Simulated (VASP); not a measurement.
**Te2Mo: single point with PBE+D3(BJ)**

Slab: Te2Mo, a slab with vacuum.

```
Te Mo
1.0
     3.49637    0.00000    0.00000
    -1.74819    3.02795    0.00000
     0.00000    0.00000   46.97203
Te Mo
4 2
Cartesian
  0.0000 2.0186 18.2430
  0.0000 2.0186 21.8781
  1.7482 1.0093 25.0939
  1.7482 1.0093 28.7290
  1.7482 1.0093 20.0606
  0.0000 2.0186 26.9114
```

```
Program             : VASP 6.6.1
Task                : single point
Functional          : PBE
Dispersion          : D3(BJ)
Potentials or basis : VASP PAW PBE potentials, release 64 (Te, Mo_sv)
Cutoff              : 520 eV
k mesh              : 9 × 9 × 1
Occupations         : gaussian, width 0.02 eV
Spin                : no spin polarisation
```

```yaml
Largest_force: 0.040 eV/Å
Band_gap_on_the_k_mesh: 0.91 eV, indirect (least direct gap 1.15 eV)
Dispersion_energy_per_atom: -0.476 eV
```

Forces on the atoms (eV/Å):
```
Te   0.000  0.000 -0.019
Te   0.000  0.000  0.040
Te   0.000  0.000 -0.040
Te   0.000  0.000  0.019
Mo   0.000  0.000 -0.021
Mo   0.000  0.000  0.021
```

Levels at points of the mesh, in eV from the valence-band top:
```csv
k point,band 23,band 24,band 25,band 26,band 27,band 28,band 29,band 30
"(0.00, 0.00, 0.00)",-0.97,-0.97,-0.90,0.00,2.96,2.96,3.08,3.08
```

Wall time 11 min on 1 thread of AMD EPYC 7R13, on a shared host, peak memory 0.64 GiB.

Caveat: spin-orbit coupling is left out, which moves the levels of the heavy elements.
